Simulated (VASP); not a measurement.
# V (P6_3/mmc) in VASP: notebook

Runs on V. Level: PBE. Tasks: single point.

Everything below comes from runs of VASP 6.6.1. Logs are shortened: lines on timing, memory, paths and dates and some standing lists are left out, and cuts for length are marked.

**1. The cell of the first run**

Symmetry: P6_3/mmc, No. 194, hexagonal system. The conventional cell has a = 2.613 Å, b = 2.613 Å, c = 4.688 Å, α = 90.00°, β = 90.00°, γ = 120.00°. Within 3.4 Å of V (site symmetry -6m2) lie 12 V at 2.61 to 2.79 Å.

**2. Single point, PBE, collinear spin, ferromagnetic start**

File INCAR:

```
SYSTEM = V
  PREC = Accurate
  ENCUT = 520
  EDIFF = 1E-6
  ISMEAR = -1
  SIGMA = 0.08
  LREAL = .FALSE.
  LASPH = .TRUE.
  NELM = 150
  ALGO = Normal
  ISIF = 2
  LWAVE = .FALSE.
  LCHARG = .TRUE.
  ISPIN = 2
  MAGMOM = 1.5 1.5
  LORBIT = 11
  LMAXMIX = 4
  GGA = PE
  LELF = .TRUE.
  LVHAR = .TRUE.
  NBANDS = 24
```

File KPOINTS:

```
regular mesh
0
G
  18 18 10
  0 0 0
```

File POSCAR:

```
V
1.0
    2.6125220544      0.0000000000      0.0000000000
   -1.3062610272      2.2625104670      0.0000000000
    0.0000000000      0.0000000000      4.6879038651
V
2
Direct
    0.3333333333      0.6666666667      0.2500000000
    0.6666666667      0.3333333333      0.7500000000
```

Potentials or basis: VASP PAW PBE potentials, release 64 (V_sv).

Command:

```
> cat potpaw_PBE.64/V_sv/POTCAR > POTCAR
> mpirun -np 1 vasp_std > vasp.out
```

OUTCAR:

```text
SYSTEM = V
   PREC = Accurate
   ENCUT = 520
   EDIFF = 1E-6
   ISMEAR = -1
   LREAL = .FALSE.
   LASPH = .TRUE.
   NELM = 150
   ISIF = 2
   ISPIN = 2
   LORBIT = 11
   GGA = PE

 ion  position               nearest neighbor table
   1  0.333  0.667  0.250-   2 2.79   2 2.79   2 2.79   2 2.79   2 2.79   2 2.79
   2  0.667  0.333  0.750-   1 2.79   1 2.79   1 2.79   1 2.79   1 2.79   1 2.79

  LATTYP: Found a hexagonal cell.
 ALAT       =     2.6125220544
 C/A-ratio  =     1.7943978146

  Lattice vectors:

 A1 = (   2.6125220544,   0.0000000000,   0.0000000000)
 A2 = (  -1.3062610272,   2.2625104670,   0.0000000000)
 A3 = (   0.0000000000,   0.0000000000,   4.6879038651)

Analysis of symmetry for initial positions (statically):
=====================================================================
 Subroutine PRICEL returns:
 Original cell was already a primitive cell.

 Routine SETGRP: Setting up the symmetry group for a
 hexagonal supercell.

 Subroutine GETGRP returns: Found 24 space group operations
 (whereof 12 operations were pure point group operations)
 out of a pool of 24 trial point group operations.

The static configuration has the point symmetry D_3d.
 The point group associated with its full space group is D_6h.

Analysis of symmetry for dynamics (positions and initial velocities):
=====================================================================
 Subroutine PRICEL returns:
 Original cell was already a primitive cell.

 Routine SETGRP: Setting up the symmetry group for a
 hexagonal supercell.

 Subroutine GETGRP returns: Found 24 space group operations
 (whereof 12 operations were pure point group operations)
 out of a pool of 24 trial point group operations.

The dynamic configuration has the point symmetry D_3d.
 The point group associated with its full space group is D_6h.

Analysis of structural, dynamic, and magnetic symmetry:
=====================================================================
 Subroutine PRICEL returns:
 Original cell was already a primitive cell.

 Routine SETGRP: Setting up the symmetry group for a
 hexagonal supercell.

 Subroutine GETGRP returns: Found 24 space group operations
 (whereof 12 operations were pure point group operations)
 out of a pool of 24 trial point group operations.

The overall configuration has the point symmetry D_3d.
 The point group associated with its full space group is D_6h.

 Subroutine INISYM returns: Found 24 space group operations
 (whereof 12 operations are pure point group operations),
 and found     1 'primitive' translations

----------------------------------------------------------------------------------------

                                     Primitive cell

  volume of cell :      27.7095

  direct lattice vectors                    reciprocal lattice vectors
     2.612522054  0.000000000  0.000000000     0.382771888  0.220993453  0.000000000
    -1.306261027  2.262510467  0.000000000     0.000000000  0.441986906  0.000000000
     0.000000000  0.000000000  4.687903865     0.000000000  0.000000000  0.213314955

  length of vectors
     2.612522054  2.612522054  4.687903865     0.441986906  0.441986906  0.213314955

  position of ions in fractional coordinates (direct lattice)
     0.333333333  0.666666667  0.250000000
     0.666666667  0.333333333  0.750000000

  ion indices of the primitive-cell ions
   primitive index   ion index
                 1           1
                 2           2

----------------------------------------------------------------------------------------

 KPOINTS: regular mesh

Automatic generation of k-mesh.
 Grid dimensions read from file:
 generate k-points for:   18   18   10

 Generating k-lattice:

  Cartesian coordinates                     Fractional coordinates (reciprocal lattice)
     0.021265105  0.012277414  0.000000000     0.055555556  0.000000000  0.000000000
     0.000000000  0.024554828  0.000000000     0.000000000  0.055555556  0.000000000
     0.000000000  0.000000000  0.021331495     0.000000000  0.000000000  0.100000000

  Length of vectors
     0.024554828  0.024554828  0.021331495

  Shift w.r.t. Gamma in fractional coordinates (k-lattice)
     0.000000000  0.000000000  0.000000000

 Subroutine IBZKPT returns following result:
 ===========================================

 Found    222 irreducible k-points:

 Following reciprocal coordinates:
            Coordinates               Weight
  0.000000  0.000000  0.000000      1.000000
  0.055556  0.000000  0.000000      6.000000
  0.111111  0.000000  0.000000      6.000000
  0.166667  0.000000  0.000000      6.000000
  0.222222  0.000000  0.000000      6.000000
  0.277778 -0.000000  0.000000      6.000000
[... 16 lines left out ...]
  0.333333  0.111111  0.000000     12.000000
  0.388889  0.111111  0.000000     12.000000
 [... further k-points ...]
   k-points           NKPTS =    222   k-points in BZ     NKDIM =    222   number of bands    NBANDS=     24
   number of dos      NEDOS =    301   number of ions     NIONS =      2
   total plane-waves  NPLWV =  14400
   dimension x,y,z NGX =    20 NGY =   20 NGZ =   36
   dimension x,y,z NGXF=    40 NGYF=   40 NGZF=   72
   ions per type =               2
   NGX,Y,Z   is equivalent  to a cutoff of  12.73, 12.73, 12.77 a.u.
   NGXF,Y,Z  is equivalent  to a cutoff of  25.45, 25.45, 25.53 a.u.
 SYSTEM =  V
   PREC   = accura    normal or accurate (medium, high low for compatibility)
   ISTART =      0    job   : 0-new  1-cont  2-samecut
   ICHARG =      2    charge: 1-file 2-atom 10-const
   ISPIN  =      2    spin polarized calculation?
   LNONCOLLINEAR =      F non collinear calculations
   LSORBIT =      F    spin-orbit coupling
   LASPH  =      T    aspherical Exc in radial PAW
   ENCUT  =  520.0 eV  38.22 Ry    6.18 a.u.   4.86  4.86  8.72*2*pi/ulx,y,z
   NELM   =    150;   NELMIN=  2; NELMDL= -5     # of ELM steps
   EDIFF  = 0.1E-05   stopping-criterion for ELM
   LREAL  =      F    real-space projection
   EDIFFG = 0.1E-04   stopping-criterion for IOM
   NSW    =      0    number of steps for IOM
   IBRION =     -1    ionic relax: 0-MD 1-quasi-New 2-CG
   NFREE  =      0    steps in history (QN), initial steepest desc. (CG)
   ISIF   =      2    stress and relaxation
   ISYM   =      2    0-nonsym 1-usesym 2-fastsym
   POTIM  = 0.5000    time-step for ionic-motion
   TEBEG  =    0.0;   TEEND  =   0.0 temperature during run
   PSTRESS=    0.0 pullay stress
   NELECT =      26.0000    total number of electrons
   NUPDOWN=      -1.0000    fix difference up-down
   EMIN   =  10.00;   EMAX   =-10.00  energy-range for DOS
   EFERMI =   0.00;   METHOD = LEGACY
   ISMEAR =    -1;   SIGMA  =   0.08  broadening in eV -4-tet -1-fermi 0-gaus
   EFERMI_NEDOS =   21; number of points for ismear=-14 and -15
   IALGO  =     38    algorithm
   IMIX   =      4    mixing-type and parameters
     AMIX     =   0.40;   BMIX     =  1.00
     AMIX_MAG =   1.60;   BMIX_MAG =  1.00
  volume/ion in A,a.u.               =      13.85        93.50
  Fermi-wavevector in a.u.,A,eV,Ry     =   1.602715  3.028691 34.949205  2.568694
  Thomas-Fermi vector in A             =   2.699492
   LORBIT       =     11    0 simple, 1 ext, 2 COOP (PROOUT), +10 PAW based schemes
   GGA     = PE    functional components
   LHFCALC =     F    Hartree Fock is set to
   AEXX    =    0.0000 exact exchange contribution
   IVDW    =     0    specifies the selected vdW correction
   LEPSILON=     F    determine dielectric tensor
   LRPA    =     F    only Hartree local field effects (RPA)
 spin polarized calculation
  energy-cutoff  :      520.00
  volume of cell :       27.71
 maximum number of plane-waves:       762
 NGX is ok and might be reduce to    20
   NGX =  9   NGY =  9   NGZ = 17

 number of electron      26.0000012 magnetization       0.0007512

 Free energy of the ion-electron system (eV)
  ---------------------------------------------------
  ext. energy  EPLUGINS =         0.00000000
  ---------------------------------------------------
  free energy    TOTEN  =       -17.51575496 eV

  energy without entropy =      -17.44068344  energy(sigma->0) =      -17.47821920

 E-fermi :   9.7159     XC(G=0): -12.7364

 val. band max:        9.7130982299   @ k =   0.4444   0.1111   0.3000
 cond. band min:       9.7167287535   @ k =   0.2778   0.1111   0.0000
 fundamental gap:      0.0036305236
 Fermi energy:         9.7159288970

 spin component 1

 k-point     1 :       0.0000    0.0000    0.0000
  band No.  band energies     occupation
      1     -54.3144      1.00000
      2     -54.2020      1.00000
      3     -28.4190      1.00000
      4     -27.7656      1.00000
      5     -27.6601      1.00000
      6     -27.6601      1.00000
[... 16 lines left out ...]
     23      27.7787      0.00000
     24      30.0660      0.00000

 k-point     2 :       0.0556    0.0000    0.0000
  band No.  band energies     occupation
      1     -54.3090      1.00000
      2     -54.1981      1.00000
      3     -28.4106      1.00000
      4     -27.7662      1.00000
      5     -27.6856      1.00000
      6     -27.6670      1.00000
[... 16 lines left out ...]
     23      27.7521      0.00000
     24      29.9732      0.00000

 k-point     3 :       0.1111    0.0000    0.0000
  band No.  band energies     occupation
      1     -54.2933      1.00000
      2     -54.1869      1.00000
      3     -28.3861      1.00000
      4     -27.7684      1.00000
      5     -27.7592      1.00000
      6     -27.6993      1.00000
[... 16 lines left out ...]
     23      28.1331      0.00000
     24      29.5599      0.00000
[... 514 lines left out ...]
 k-point    23 :       0.3333    0.1111    0.0000
  band No.  band energies     occupation
      1     -54.1385      1.00000
      2     -54.0910      1.00000
      3     -28.3826      1.00000
      4     -28.3038      1.00000
      5     -28.1099      1.00000
      6     -27.9029      1.00000
[... 16 lines left out ...]
     23      23.5735      0.00000
     24      24.1219      0.00000

 k-point    24 :       0.3889    0.1111    0.0000
  band No.  band energies     occupation
      1     -54.1200      1.00000
      2     -54.0836      1.00000
      3     -28.4469      1.00000
      4     -28.3587      1.00000
      5     -28.0671      1.00000
      6     -27.9273      1.00000
[... 16 lines left out ...]
     23      23.0843      0.00000
     24      23.1309      0.00000

 [... further k-points ...]

 spin component 2

 k-point     1 :       0.0000    0.0000    0.0000
  band No.  band energies     occupation
      1     -54.3141      1.00000
      2     -54.2016      1.00000
      3     -28.4187      1.00000
      4     -27.7653      1.00000
      5     -27.6597      1.00000
      6     -27.6597      1.00000
[... 16 lines left out ...]
     23      27.7790      0.00000
     24      30.0663      0.00000

 k-point     2 :       0.0556    0.0000    0.0000
  band No.  band energies     occupation
      1     -54.3087      1.00000
      2     -54.1977      1.00000
      3     -28.4103      1.00000
      4     -27.7659      1.00000
      5     -27.6853      1.00000
      6     -27.6666      1.00000
[... 16 lines left out ...]
     23      27.7524      0.00000
     24      29.9735      0.00000

 k-point     3 :       0.1111    0.0000    0.0000
  band No.  band energies     occupation
      1     -54.2930      1.00000
      2     -54.1866      1.00000
      3     -28.3858      1.00000
      4     -27.7681      1.00000
      5     -27.7588      1.00000
      6     -27.6990      1.00000
[... 16 lines left out ...]
     23      28.1333      0.00000
     24      29.5602      0.00000
[... 514 lines left out ...]
 k-point    23 :       0.3333    0.1111    0.0000
  band No.  band energies     occupation
      1     -54.1381      1.00000
      2     -54.0907      1.00000
      3     -28.3822      1.00000
      4     -28.3034      1.00000
      5     -28.1096      1.00000
      6     -27.9025      1.00000
[... 16 lines left out ...]
     23      23.5737      0.00000
     24      24.1221      0.00000

 k-point    24 :       0.3889    0.1111    0.0000
  band No.  band energies     occupation
      1     -54.1196      1.00000
      2     -54.0833      1.00000
      3     -28.4466      1.00000
      4     -28.3584      1.00000
      5     -28.0668      1.00000
      6     -27.9270      1.00000
[... 16 lines left out ...]
     23      23.0845      0.00000
     24      23.1311      0.00000

 [... further k-points ...]

------------------------ aborting loop because EDIFF is reached ----------------------------------------

  FORCE on cell =-STRESS in cart. coord.  units (eV):
  Direction    XX          YY          ZZ          XY          YZ          ZX
  --------------------------------------------------------------------------------------
  -------------------------------------------------------------------------------------
  Total        0.0357396      0.0357396      0.0366564      0.0000000      0.0000000      0.0000000
  in kB        2.0664818      2.0664818      2.1194908      0.0000000      0.0000000      0.0000000
  external PRESSURE =       2.0841515 kB  Pullay stress =       0.0000000 kB

 VOLUME and BASIS-vectors are now :
 -----------------------------------------------------------------------------
  energy-cutoff  :      520.00
  volume of cell :       27.71
      direct lattice vectors                 reciprocal lattice vectors
     2.612522054  0.000000000  0.000000000     0.382771888  0.220993453  0.000000000
    -1.306261027  2.262510467  0.000000000     0.000000000  0.441986906  0.000000000
     0.000000000  0.000000000  4.687903865     0.000000000  0.000000000  0.213314955

 POSITION                                       TOTAL-FORCE (eV/Angst)
 -----------------------------------------------------------------------------------
     -0.00000      1.50834      1.17198         0.000000     -0.000000      0.000000
      1.30626      0.75417      3.51593        -0.000000      0.000000      0.000000
 -----------------------------------------------------------------------------------
    total drift:                               -0.000000      0.000000     -0.000000

  FREE ENERGIE OF THE ION-ELECTRON SYSTEM (eV)
  ---------------------------------------------------
  free  energy   TOTEN  =       -17.5157549645 eV

  energy  without entropy=      -17.4406834446  energy(sigma->0) =      -17.47821920

 total charge

# of ion       s       p       d       tot
------------------------------------------
    1        2.343   6.211   3.071  11.625
    2        2.343   6.211   3.071  11.625
--------------------------------------------------
tot          4.686  12.422   6.143  23.251

 magnetization (x)

# of ion       s       p       d       tot
------------------------------------------
    1        0.000   0.000   0.000   0.000
    2        0.000   0.000   0.000   0.000
--------------------------------------------------
tot          0.000   0.000   0.000   0.000
```

Wall time 3.1 min (1 thread of Intel Xeon 6975P-C, shared host); peak memory 0.3 GiB.

What came out:

| Item | Value |
| --- | --- |
| Free energy | -17.5158 eV |
| Pressure | 0.2 GPa |
| Band gap on the k mesh | zero (filled and empty bands overlap) |
| Net moment | 0.00 μB per cell |
| Valence electrons inside the program's atomic spheres | V 11.62 |

**3. Single point, PBE, collinear spin, ferromagnetic start (volume scaled by 1.06)**

File INCAR:

```
SYSTEM = V
ALGO = Normal ; EDIFF = 1E-7
ENCUT = 520 ; GGA = PE
ISIF = 2 ; ISMEAR = -1
ISPIN = 2 ; LASPH = .TRUE.
LCHARG = .TRUE. ; LELF = .TRUE.
LMAXMIX = 4 ; LORBIT = 11
LREAL = .FALSE. ; LVHAR = .TRUE.
LWAVE = .FALSE. ; MAGMOM = 1.5 1.5
NBANDS = 24 ; NELM = 150
PREC = Accurate ; SIGMA = 0.08
```

File KPOINTS:

```
k-points
0
G
  18 18 10
  0 0 0
```

File POSCAR:

```
V
1.0
    2.6637609855      0.0000000000      0.0000000000
   -1.3318804928      2.3068846830      0.0000000000
    0.0000000000      0.0000000000      4.7798468911
V
2
Direct
    0.3333333333      0.6666666667      0.2500000000
    0.6666666667      0.3333333333      0.7500000000
```

Potentials or basis: VASP PAW PBE potentials, release 64 (V_sv).

Command:

```
> cat potpaw_PBE.64/V_sv/POTCAR > POTCAR
> mpirun -np 1 vasp_std > vasp.out
```

Run time: 3.7 min. Hardware: 1 thread of Intel Xeon 6975P-C, shared host; peak memory 0.31 GiB.

It converged, with:

| Quantity | Value |
| --- | --- |
| Free energy | -17.4696 eV |
| Pressure | -8.8 GPa |
| Band gap on the k mesh | zero (filled and empty bands overlap) |
| Net moment | 0.00 μB per cell |
| Valence electrons inside the program's atomic spheres | V 11.53 |

Stress tensor (GPa, compression positive):
```
-8.85  0.00  0.00
 0.00 -8.85  0.00
 0.00  0.00 -8.67
```

Levels at points of the mesh, in eV from the Fermi level:
Spin up:
| k point | band 10 | band 11 | band 12 | band 13 | band 14 | band 15 | band 16 | band 17 |
| --- | --- | --- | --- | --- | --- | --- | --- | --- |
| (0.00, 0.00, 0.00) | -3.28 | -0.46 | -0.23 | 0.31 | 0.31 | 0.61 | 0.61 | 1.66 |
| (0.50, 0.00, 0.00) | -2.71 | -2.48 | -0.29 | -0.28 | 0.29 | 0.55 | 2.75 | 3.20 |
| (0.00, 0.00, 0.50) | -4.99 | -0.91 | -0.91 | 0.34 | 0.34 | 0.34 | 0.34 | 2.30 |
| (0.50, 0.00, 0.50) | -3.04 | -1.63 | -1.63 | 1.45 | 1.45 | 1.52 | 1.52 | 3.26 |
Spin down:
```csv
k point,band 10,band 11,band 12,band 13,band 14,band 15,band 16,band 17
"(0.00, 0.00, 0.00)",-3.28,-0.46,-0.23,0.31,0.31,0.61,0.61,1.66
"(0.50, 0.00, 0.00)",-2.71,-2.48,-0.29,-0.28,0.29,0.55,2.75,3.20
"(0.00, 0.00, 0.50)",-4.99,-0.91,-0.91,0.34,0.34,0.34,0.34,2.30
"(0.50, 0.00, 0.50)",-3.04,-1.63,-1.63,1.45,1.45,1.52,1.52,3.26
```
